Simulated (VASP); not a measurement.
Wanted: the native input for a VASP 6.6.1 run.

* Task: single point
* Functional: PBE
* Potentials or basis: VASP PAW PBE potentials, release 64 (Hg, Te)
* Cutoff: 520 eV
* k mesh: 8 × 8 × 5
* Occupations: fermi-dirac, width 0.05 eV
* Spin: no spin polarisation
* Dipole correction: no
* Further INCAR settings: ALGO = Normal; EDIFF = 1e-07; NBANDS = 26

The structure of HgTe (wurtzite type) lies in POSCAR:

```
HgTe
1.0
    4.5984197611      0.0000000000      0.0000000000
   -2.2992098805      3.9823483304      0.0000000000
    0.0000000000      0.0000000000      7.5569021678
Hg Te
2 2
Direct
    0.3333333333      0.6666666667      0.0010011060
    0.6666666667      0.3333333333      0.5010011060
    0.3333333333      0.6666666667      0.3749988940
    0.6666666667      0.3333333333      0.8749988940
```

The input as run:

INCAR

```
SYSTEM = HgTe
  PREC = Accurate
  ENCUT = 520
  EDIFF = 1E-7
  ISMEAR = -1
  SIGMA = 0.05
  LREAL = .FALSE.
  LASPH = .TRUE.
  NELM = 80
  ALGO = Normal
  ISIF = 2
  LWAVE = .FALSE.
  LCHARG = .FALSE.
  GGA = PE
  NBANDS = 26
```

KPOINTS

```
regular mesh
0
G
  8 8 5
  0 0 0
```

Potentials or basis: VASP PAW PBE potentials, release 64 (Hg, Te).

Command:

```sh
$ cat potpaw_PBE.64/Hg/POTCAR potpaw_PBE.64/Te/POTCAR > POTCAR
$ mpirun -np 1 vasp_std > vasp.out
```

It gave:

The pressure is 2.6 GPa and the band gap on the k mesh is zero (filled and empty bands touch).

Caveat: spin-orbit coupling is left out, which moves the levels of the heavy elements.

Run time: 57 s on 1 thread of Intel(R) Xeon(R) 6975P-C (Granite Rapids), with other jobs on the host, peak memory 0.3 GiB.
